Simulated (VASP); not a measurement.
Wanted: the native input for a VASP 6.6.1 run.

| Item | Value |
| --- | --- |
| Task | single point |
| Functional | r2SCAN |
| Potentials or basis | VASP PAW PBE potentials, release 64 (Mg, O) |
| Cutoff | 520 eV |
| k mesh | 14 × 14 × 14 |
| Occupations | fermi-dirac, width 0.1 eV |
| Spin | no spin polarisation |
| Dipole correction | no |
| Further INCAR settings | ALGO = Normal; EDIFF = 1e-06; NBANDS = 11 |

The system is MgO (rock salt type).

```xyz
2
Lattice="0.0000 2.0911 2.0911 2.0911 0.0000 2.0911 2.0911 2.0911 0.0000" Properties=species:S:1:pos:R:3 pbc="T T T"
Mg    0.0000    0.0000    0.0000
O     2.0911    2.0911    2.0911
```

These files were run (other wordings do the same):

POSCAR

```
MgO
1.0
    0.0000000000      2.0910889566      2.0910889566
    2.0910889566      0.0000000000      2.0910889566
    2.0910889566      2.0910889566      0.0000000000
Mg O
1 1
Direct
    0.0000000000      0.0000000000      0.0000000000
    0.5000000000      0.5000000000      0.5000000000
```

INCAR.step1

```
SYSTEM = MgO
PREC = Accurate
ENCUT = 520
ISMEAR = -1
SIGMA = 0.1
LREAL = .False.
LASPH = .True.
NELM = 100
NBANDS = 11
GGA = PE
ALGO = Normal
EDIFF = 1E-4
LWAVE = .True.
LCHARG = .False.
```

INCAR.step2

```
SYSTEM = MgO
PREC = Accurate
ENCUT = 520
EDIFF = 1E-6
ISMEAR = -1
SIGMA = 0.1
LREAL = .False.
LASPH = .True.
NELM = 100
ALGO = Normal
ISIF = 2
LWAVE = .False.
LCHARG = .True.
METAGGA = R2SCAN
LMIXTAU = .True.
LELF = .True.
LVHAR = .True.
NBANDS = 11
ISTART = 1
```

KPOINTS

```
regular mesh
0
Gamma
  14 14 14
  0 0 0
```

Potentials or basis: VASP PAW PBE potentials, release 64 (Mg, O).

The run is started by

```console
$ cat potpaw_PBE.64/Mg/POTCAR potpaw_PBE.64/O/POTCAR > POTCAR
$ cp INCAR.step1 INCAR
$ mpirun -np 1 vasp_std > vasp.out
$ cp INCAR.step2 INCAR
$ mpirun -np 1 vasp_std > vasp.out
```

Results of the run:

```yaml
Pressure: 1.6 GPa
Band_gap_on_the_k_mesh: 5.82 eV
```

Caveat: the PAW data sets were made with another functional, which shifts forces and pressure a little.

It took 43 s on 1 thread of Intel(R) Xeon(R) Platinum 8559C (Emerald Rapids), with other jobs on the host, peak memory 0.15 GiB.
